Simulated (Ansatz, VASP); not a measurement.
## One calculation of Pt, two programs

File INCAR:

```
SYSTEM = Pt
PREC = Accurate
ENCUT = 520
EDIFF = 1E-7
ISMEAR = -1
SIGMA = 0.05
LREAL = .False.
LASPH = .True.
NELM = 100
ALGO = Normal
ISIF = 2
LWAVE = .False.
LCHARG = .False.
GGA = PE
NBANDS = 17
```

Contents of KPOINTS:

```
regular mesh
0
Gamma
  15 15 8
  0 0 0
```

POSCAR

```
Pt
1.0
    2.3515587664      0.0000000000      0.0000000000
   -1.1757793832      2.0365096302      0.0000000000
    0.0000000000      0.0000000000      3.9492378347
Pt
2
Direct
    0.3333333333      0.6666666667      0.2500000000
    0.6666666667      0.3333333333      0.7500000000
```

Input for Ansatz:

```yaml
crystal:
  lattice:
    - [2.3515587664, 0.0, 0.0]
    - [-1.1757793832, 2.0365096302, 0.0]
    - [0.0, 0.0, 3.9492378347]
  atoms:
    - { symbol: Pt, position: [0.3333333333, 0.6666666667, 0.25] }
    - { symbol: Pt, position: [0.6666666667, 0.3333333333, 0.75] }
kpoints:
  mp_grid: { grid: [15, 15, 8] }
  band_path:
    path:
      - [0.0, 0.0, 0.0]
      - [0.5, 0.0, 0.0]
      - [0.3333333333, 0.3333333333, 0.0]
      - [0.0, 0.0, 0.0]
      - [0.0, 0.0, 0.5]
      - [0.5, 0.0, 0.5]
      - [0.3333333333, 0.3333333333, 0.5]
      - [0.0, 0.0, 0.5]
      - [0.5, 0.0, 0.5]
    npoints: 8
scf:
  occupations: { method: fermi_dirac, width: 0.05 }
hamiltonian:
  xc: pbe
  pseudopotentials: { kind: all_electron, lapw: { basis_error: 0.001 } }
output:
  forces: true
  stress: true
  eigenvalues: true
  populations: true
  dos: { projected: true, de: 0.2, e_range: [-14, 8] }
```

Change from the starting cell: volume scaled by 0.6, LAPW.

Alike in both runs: task single point; functional PBE; k mesh 15 × 15 × 8; occupations fermi-dirac, width 0.05 eV; no spin polarisation.

|  | VASP | Ansatz |
| --- | --- | --- |
| version | VASP 6.6.1 | Ansatz 0.2.0 |
| potentials or method | VASP PAW PBE potentials, release 64 (Pt), cutoff 520 eV | all-electron LAPW, scalar-relativistic |

Ansatz gave:

```
pressure (GPa)                                                : 464.7
traceless stress, the component that is largest in VASP (GPa) : -0.07
```

Which values does VASP return?

Pressure (GPa): 470.1; traceless stress, the component that is largest in VASP (GPa): 0.32.

Both programs put the cell under a high pressure, so it lies far from rest at this level. Ansatz ran all-electron here, and VASP with PAW potentials.

Spin-orbit coupling is off throughout. Noted on VASP's run: the cell as given lies far from equilibrium.
